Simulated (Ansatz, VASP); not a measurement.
# Two plane-wave programs on WSe2

File INCAR:

```
SYSTEM = WSe2
  PREC = Accurate
  ENCUT = 520
  EDIFF = 1E-6
  ISMEAR = 0
  SIGMA = 0.1
  LREAL = .FALSE.
  LASPH = .TRUE.
  NELM = 60
  ALGO = Normal
  ISIF = 2
  LWAVE = .FALSE.
  LCHARG = .FALSE.
  GGA = PS
  IVDW = 12
  NBANDS = 20
```

The input KPOINTS:

```
regular mesh
0
G
  6 6 1
  0 0 0
```

Contents of POSCAR:

```
WSe2
1.0
    3.3179375931      0.0000000000      0.0000000000
   -1.6589687966      2.8734182438      0.0000000000
    0.0000000000      0.0000000000     16.6581424200
W Se
1 2
Direct
    0.0000000000      0.0000000000      0.0000000000
    0.3333333300      0.6666666700      0.0997865200
    0.3333333300      0.6666666700      0.9002134800
```

Input for Ansatz:

```yaml
crystal:
  lattice:
    - [3.3179375931, 0.0, 0.0]
    - [-1.6589687966, 2.8734182438, 0.0]
    - [0.0, 0.0, 16.65814242]
  atoms:
    - { symbol: W, position: [0.0, 0.0, 0.0] }
    - { symbol: Se, position: [0.33333333, 0.66666667, 0.09978652] }
    - { symbol: Se, position: [0.33333333, 0.66666667, 0.90021348] }
basis:
  ecutwfc: 420
kpoints:
  mp_grid: { grid: [6, 6, 1] }
hamiltonian:
  xc: pbesol
  pseudopotentials: { kind: paw, azcp: { folder: soft_1 } }
  dispersion: d3bj
scf:
  occupations: { method: gaussian, width: 0.1 }
output:
  forces: true
  stress: true
  eigenvalues: true
```

Alike in both runs: task single point; functional PBEsol; dispersion D3(BJ); k mesh 6 × 6 × 1; occupations gaussian, width 0.1 eV; no spin polarisation.

|  | VASP | Ansatz |
| --- | --- | --- |
| version | VASP 6.6.1 | Ansatz 0.2.0 |
| potentials or method | VASP PAW PBE potentials, release 64 (W_sv, Se), cutoff 520 eV | scalar-relativistic, plane waves, PAW |
| valence electrons in the cell | 26 | 46 |

|  | VASP | Ansatz | Ansatz less VASP |
| --- | --- | --- | --- |
| gap on the k mesh at the Fermi level (eV) | 1.51 | 1.52 | +0.004 |
| least direct gap on the mesh (eV) | 1.51 | 1.52 | +0.004 |
| rms of the force components (eV/Å) | 0.061 | 0.088 | +0.0277 |

VASP's potentials were made for PBE, not for PBEsol, and Ansatz warns of the same on its side. Atom by atom the forces differ by 0.028 eV/Å (rms over components). VASP's potentials hold 26 valence electrons a cell and Ansatz's 46, so a difference there can come from the potentials and not from the codes.

Neither program's run includes spin-orbit coupling.
